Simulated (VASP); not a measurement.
Set up this calculation in VASP 6.6.1, as the native input.

| Quantity | Value |
| --- | --- |
| Task | single point |
| Functional | PBE |
| Potentials or basis | VASP PAW PBE potentials, release 64 (Li_sv, Cl) |
| Cutoff | 520 eV |
| k mesh | 8 × 8 × 8 |
| Occupations | fermi-dirac, width 0.02 eV |
| Spin | no spin polarisation |
| Dipole correction | no |
| Further INCAR settings | ALGO = Normal; EDIFF = 1e-07; NBANDS = 12 |

The structure of LiCl lies in POSCAR:

```
LiCl
1.0
    0.0000000000      2.7330425468      2.8727010210
    2.7330425468      0.0000000000      2.8727010210
    2.7330425468      2.7330425468      0.0000000000
Li Cl
1 1
Direct
    0.0000000000      0.0000000000      0.0000000000
    0.2500000000      0.2500000000      0.2500000000
```

This cell differs from its parent crystal: uniaxial z strain +5.1%.

These files were run (other wordings do the same):

INCAR

```
PREC = Accurate
ENCUT = 520
EDIFF = 1E-7
ISMEAR = -1
SIGMA = 0.02
LREAL = False
LASPH = True
NELM = 100
ALGO = Normal
ISIF = 2
LWAVE = False
LCHARG = False
GGA = PE
NBANDS = 12
```

KPOINTS

```
regular mesh
0
Gamma
  8 8 8
```

Potentials or basis: VASP PAW PBE potentials, release 64 (Li_sv, Cl).

Run with:

```console
$ cat potpaw_PBE.64/Li_sv/POTCAR potpaw_PBE.64/Cl/POTCAR > POTCAR
$ mpirun -np 1 vasp_std > vasp.out
```

It gave:

| Property | Result |
| --- | --- |
| Band gap on the k mesh | 5.85 eV, direct |

Caveat: the cell differs from its parent crystal (uniaxial z strain +5.1%).

Run time: 14 s on 1 thread of Intel(R) Xeon(R) 6975P-C (Granite Rapids), with other jobs on the host, peak memory 0.17 GiB.
